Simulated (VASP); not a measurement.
# BN (F-43m) in VASP: single point with PBEsol

Aim: the single point of BN with PBEsol.

All numbers are computed with VASP 6.6.1; they aren't measurements. Logs are shortened: lines on timing, memory, paths and dates and some standing lists are left out, and cuts for length are marked.

## 1. The cell of the first run

Symmetry: F-43m, No. 216, cubic system. The conventional cell has a = 3.606 Å, b = 3.606 Å, c = 3.606 Å, α = 90.00°, β = 90.00°, γ = 90.00°. Within 2.1 Å of B (site symmetry -43m) lie 4 N at 1.56 Å. Within 2.1 Å of N (site symmetry -43m) lie 4 B at 1.56 Å.

## 2. Single point, PBEsol

Input file INCAR:

```
PREC = Accurate
ENCUT = 600
EDIFF = 1E-6
ISMEAR = -1
SIGMA = 0.05
LREAL = Auto
LASPH = T
NELM = 120
ALGO = Normal
ISIF = 2
LWAVE = F
LCHARG = F
GGA = PS
NBANDS = 166
GGA_COMPAT = F
```

Input file KPOINTS:

```
Automatic mesh
0
Gamma
  2 2 2
  0.5 0.5 0.5
```

Input file POSCAR:

```
BN
1.0
    7.2115910000      0.0000000000      0.0000000000
    0.0000000000      7.2115910000      0.0000000000
    0.0000000000      0.0000000000      7.2115910000
B N
32 32
Direct
    0.0000000000      0.0000000000      0.0000000000
    0.0000000000      0.0000000000      0.5000000000
    0.0000000000      0.5000000000      0.0000000000
    0.0000000000      0.5000000000      0.5000000000
    0.5000000000      0.0000000000      0.0000000000
    0.5000000000      0.0000000000      0.5000000000
    0.5000000000      0.5000000000      0.0000000000
    0.5000000000      0.5000000000      0.5000000000
    0.2500000000      0.2500000000      0.0000000000
    0.2500000000      0.2500000000      0.5000000000
    0.2500000000      0.7500000000      0.0000000000
    0.2500000000      0.7500000000      0.5000000000
    0.7500000000      0.2500000000      0.0000000000
    0.7500000000      0.2500000000      0.5000000000
    0.7500000000      0.7500000000      0.0000000000
    0.7500000000      0.7500000000      0.5000000000
    0.2500000000      0.0000000000      0.2500000000
    0.2500000000      0.0000000000      0.7500000000
    0.2500000000      0.5000000000      0.2500000000
    0.2500000000      0.5000000000      0.7500000000
    0.7500000000      0.0000000000      0.2500000000
    0.7500000000      0.0000000000      0.7500000000
    0.7500000000      0.5000000000      0.2500000000
    0.7500000000      0.5000000000      0.7500000000
    0.0000000000      0.2500000000      0.2500000000
    0.0000000000      0.2500000000      0.7500000000
    0.0000000000      0.7500000000      0.2500000000
    0.0000000000      0.7500000000      0.7500000000
    0.5000000000      0.2500000000      0.2500000000
    0.5000000000      0.2500000000      0.7500000000
    0.5000000000      0.7500000000      0.2500000000
    0.5000000000      0.7500000000      0.7500000000
    0.1250000000      0.1250000000      0.1250000000
    0.1250000000      0.1250000000      0.6250000000
    0.1250000000      0.6250000000      0.1250000000
    0.1250000000      0.6250000000      0.6250000000
    0.6250000000      0.1250000000      0.1250000000
    0.6250000000      0.1250000000      0.6250000000
    0.6250000000      0.6250000000      0.1250000000
    0.6250000000      0.6250000000      0.6250000000
    0.3750000000      0.3750000000      0.1250000000
    0.3750000000      0.3750000000      0.6250000000
    0.3750000000      0.8750000000      0.1250000000
    0.3750000000      0.8750000000      0.6250000000
    0.8750000000      0.3750000000      0.1250000000
    0.8750000000      0.3750000000      0.6250000000
    0.8750000000      0.8750000000      0.1250000000
    0.8750000000      0.8750000000      0.6250000000
    0.3750000000      0.1250000000      0.3750000000
    0.3750000000      0.1250000000      0.8750000000
    0.3750000000      0.6250000000      0.3750000000
    0.3750000000      0.6250000000      0.8750000000
    0.8750000000      0.1250000000      0.3750000000
    0.8750000000      0.1250000000      0.8750000000
    0.8750000000      0.6250000000      0.3750000000
    0.8750000000      0.6250000000      0.8750000000
    0.1250000000      0.3750000000      0.3750000000
    0.1250000000      0.3750000000      0.8750000000
    0.1250000000      0.8750000000      0.3750000000
    0.1250000000      0.8750000000      0.8750000000
    0.6250000000      0.3750000000      0.3750000000
    0.6250000000      0.3750000000      0.8750000000
    0.6250000000      0.8750000000      0.3750000000
    0.6250000000      0.8750000000      0.8750000000
```

Potentials or basis: VASP PAW PBE potentials, release 64 (B, N).

On the command line:

```bash
> cat potpaw_PBE.64/B/POTCAR potpaw_PBE.64/N/POTCAR > POTCAR
> mpirun -np 1 vasp_std > vasp.out
```

OUTCAR:

```text
PREC = Accurate
   ENCUT = 600
   EDIFF = 1E-6
   ISMEAR = -1
   LREAL = Auto
   LASPH = T
   NELM = 120
   ISIF = 2
   GGA = PS

 ion  position               nearest neighbor table
   1  0.000  0.000  0.000-  33 1.56  47 1.56  54 1.56  60 1.56
   2  0.000  0.000  0.500-  34 1.56  48 1.56  53 1.56  59 1.56
   3  0.000  0.500  0.000-  35 1.56  45 1.56  56 1.56  58 1.56
   4  0.000  0.500  0.500-  36 1.56  46 1.56  55 1.56  57 1.56
   5  0.500  0.000  0.000-  37 1.56  43 1.56  50 1.56  64 1.56
   6  0.500  0.000  0.500-  38 1.56  44 1.56  49 1.56  63 1.56
[... 56 lines left out ...]
  63  0.625  0.875  0.375-   6 1.56  16 1.56  21 1.56  31 1.56
  64  0.625  0.875  0.875-   5 1.56  15 1.56  22 1.56  32 1.56

  LATTYP: Found a simple cubic cell.
 ALAT       =     7.2115910000

  Lattice vectors:

 A1 = (   7.2115910000,   0.0000000000,   0.0000000000)
 A2 = (   0.0000000000,   7.2115910000,   0.0000000000)
 A3 = (   0.0000000000,   0.0000000000,   7.2115910000)

Analysis of symmetry for initial positions (statically):
=====================================================================
 Subroutine PRICEL returns following result:

  LATTYP: Found a face centered cubic cell.
 ALAT       =     3.6057955000

  Lattice vectors:

 A1 = (   1.8028977500,  -1.8028977500,   0.0000000000)
 A2 = (   1.8028977500,   0.0000000000,   1.8028977500)
 A3 = (   0.0000000000,  -1.8028977500,   1.8028977500)

  32 primitive cells build up your supercell.

 Routine SETGRP: Setting up the symmetry group for a
 simple cubic supercell.

 Subroutine GETGRP returns: Found 24 space group operations
 (whereof 24 operations were pure point group operations)
 out of a pool of 48 trial point group operations.

The static configuration has the point symmetry T_d .

Analysis of symmetry for dynamics (positions and initial velocities):
=====================================================================
 Subroutine PRICEL returns following result:

  LATTYP: Found a face centered cubic cell.
 ALAT       =     3.6057955000

  Lattice vectors:

 A1 = (   1.8028977500,  -1.8028977500,   0.0000000000)
 A2 = (   1.8028977500,   0.0000000000,   1.8028977500)
 A3 = (   0.0000000000,  -1.8028977500,   1.8028977500)

  32 primitive cells build up your supercell.

 Routine SETGRP: Setting up the symmetry group for a
 simple cubic supercell.
[... 82 lines left out ...]
   LREAL  =      T    real-space projection
   EDIFFG = 0.1E-04   stopping-criterion for IOM
   NSW    =      0    number of steps for IOM
   IBRION =     -1    ionic relax: 0-MD 1-quasi-New 2-CG
   NFREE  =      0    steps in history (QN), initial steepest desc. (CG)
   ISIF   =      2    stress and relaxation
   ISYM   =      2    0-nonsym 1-usesym 2-fastsym
   POTIM  = 0.5000    time-step for ionic-motion
   TEBEG  =    0.0;   TEEND  =   0.0 temperature during run
   PSTRESS=    0.0 pullay stress
   NELECT =     256.0000    total number of electrons
   NUPDOWN=      -1.0000    fix difference up-down
   EMIN   =  10.00;   EMAX   =-10.00  energy-range for DOS
   EFERMI =   0.00;   METHOD = LEGACY
   ISMEAR =    -1;   SIGMA  =   0.05  broadening in eV -4-tet -1-fermi 0-gaus
   EFERMI_NEDOS =   21; number of points for ismear=-14 and -15
   IALGO  =     38    algorithm
   IMIX   =      4    mixing-type and parameters
     AMIX     =   0.40;   BMIX     =  1.00
     AMIX_MAG =   1.60;   BMIX_MAG =  1.00
  volume/ion in A,a.u.               =       5.86        39.55
  Fermi-wavevector in a.u.,A,eV,Ry     =   1.441420  2.723888 28.268692  2.077690
  Thomas-Fermi vector in A             =   2.560054
   LORBIT       =      0    0 simple, 1 ext, 2 COOP (PROOUT), +10 PAW based schemes
   GGA     = PS    functional components
   LHFCALC =     F    Hartree Fock is set to
   AEXX    =    0.0000 exact exchange contribution
   IVDW    =     0    specifies the selected vdW correction
   LEPSILON=     F    determine dielectric tensor
   LRPA    =     F    only Hartree local field effects (RPA)
 non-spin polarized calculation
  energy-cutoff  :      600.00
  volume of cell :      375.05
 maximum number of plane-waves:     12503
 NGX is ok and might be reduce to    60
   NGX = 29   NGY = 29   NGZ = 29

 number of electron     255.9999902 magnetization

 Free energy of the ion-electron system (eV)
  ---------------------------------------------------
  ext. energy  EPLUGINS =         0.00000000
  ---------------------------------------------------
  free energy    TOTEN  =      -587.23153673 eV

  energy without entropy =     -587.23153673  energy(sigma->0) =     -587.23153673

 E-fermi :   8.2993     XC(G=0): -13.0536

 val. band max:        7.0707029757   @ k =   0.2500   0.2500   0.2500
 cond. band min:      12.8979382199   @ k =   0.2500   0.2500   0.2500
 fundamental gap:      5.8272352442
 Fermi energy:         8.2993142916

 k-point     1 :       0.2500    0.2500    0.2500
  band No.  band energies     occupation
      1     -12.5006      2.00000
      2     -11.5027      2.00000
      3     -11.5027      2.00000
      4     -11.5027      2.00000
      5     -10.5601      2.00000
      6     -10.5601      2.00000
[... 132 lines left out ...]
    139      15.6605      0.00000
    140      15.6605      0.00000
 [bands above 140 left out]

------------------------ aborting loop because EDIFF is reached ----------------------------------------

  FORCE on cell =-STRESS in cart. coord.  units (eV):
  Direction    XX          YY          ZZ          XY          YZ          ZX
  --------------------------------------------------------------------------------------
  -------------------------------------------------------------------------------------
  Total        0.8165017      0.8165017      0.8165017     -0.0000000     -0.0000000      0.0000000
  in kB        3.4879833      3.4879833      3.4879833     -0.0000000     -0.0000000      0.0000000
  external PRESSURE =       3.4879833 kB  Pullay stress =       0.0000000 kB

 VOLUME and BASIS-vectors are now :
 -----------------------------------------------------------------------------
  energy-cutoff  :      600.00
  volume of cell :      375.05
      direct lattice vectors                 reciprocal lattice vectors
     7.211591000  0.000000000  0.000000000     0.138665656  0.000000000  0.000000000
     0.000000000  7.211591000  0.000000000     0.000000000  0.138665656  0.000000000
     0.000000000  0.000000000  7.211591000     0.000000000  0.000000000  0.138665656

 POSITION                                       TOTAL-FORCE (eV/Angst)
 -----------------------------------------------------------------------------------
      0.00000      0.00000      0.00000        -0.000000     -0.000000      0.000000
      0.00000      0.00000      3.60580         0.000000     -0.000000      0.000000
      0.00000      3.60580      0.00000        -0.000000     -0.000000     -0.000000
      0.00000      3.60580      3.60580        -0.000000     -0.000000      0.000000
      3.60580      0.00000      0.00000         0.000000     -0.000000      0.000000
      3.60580      0.00000      3.60580        -0.000000     -0.000000      0.000000
[... 56 lines left out ...]
      4.50724      6.31014      2.70435        -0.000000     -0.000000     -0.000000
      4.50724      6.31014      6.31014        -0.000000      0.000000      0.000000
 -----------------------------------------------------------------------------------
    total drift:                                0.000000      0.000000      0.000000

  FREE ENERGIE OF THE ION-ELECTRON SYSTEM (eV)
  ---------------------------------------------------
  free  energy   TOTEN  =      -587.2315367308 eV

  energy  without entropy=     -587.2315367307  energy(sigma->0) =     -587.23153673
```

It took 5.6 min on 1 thread of Intel Xeon 8259CL, shared host; peak memory 0.51 GiB.

What came out:

| Property | Result |
| --- | --- |
| Free energy | -587.2315 eV |
| Pressure | 0.3 GPa |
| Band gap on the k mesh | 5.83 eV |

Caveat: the PAW data sets were made with another functional, which shifts forces and pressure a little. A k mesh can miss the band edges.
